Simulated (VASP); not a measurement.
A run of VASP 6.6.1:

INCAR

```
SYSTEM = PbSe
PREC = Accurate
ENCUT = 520
EDIFF = 1E-6
ISMEAR = 1
SIGMA = 0.05
LREAL = .False.
LASPH = .True.
NELM = 60
ALGO = Normal
ISIF = 2
LWAVE = .False.
LCHARG = .False.
GGA = PE
NBANDS = 17
```

KPOINTS

```
regular mesh
0
Gamma
  7 7 7
  0 0 0
```

The input POSCAR:

```
PbSe
1.0
    0.0000000000      3.0606500000      3.0606500000
    3.0606500000      0.0000000000      3.0606500000
    3.0606500000      3.0606500000      0.0000000000
Pb Se
1 1
Direct
   -0.0022480000     -0.0031650000     -0.0006020000
    0.5030880000      0.4999950000      0.4926990000
```

Potentials or basis: VASP PAW PBE potentials, release 64 (Pb_d, Se).

Command:

```sh
$ cat potpaw_PBE.64/Pb_d/POTCAR potpaw_PBE.64/Se/POTCAR > POTCAR
$ mpirun -np 1 vasp_std > vasp.out
```

Hardware: 1 thread of Intel(R) Xeon(R) 6975P-C (Granite Rapids), on a shared host.

**Question.** Estimate the wall time of this run.

**Answer.** Run time: 41 s on 1 thread of Intel(R) Xeon(R) 6975P-C (Granite Rapids) (shared host), peak memory 0.3 GiB. Counts: scf iterations 12, k points 172.
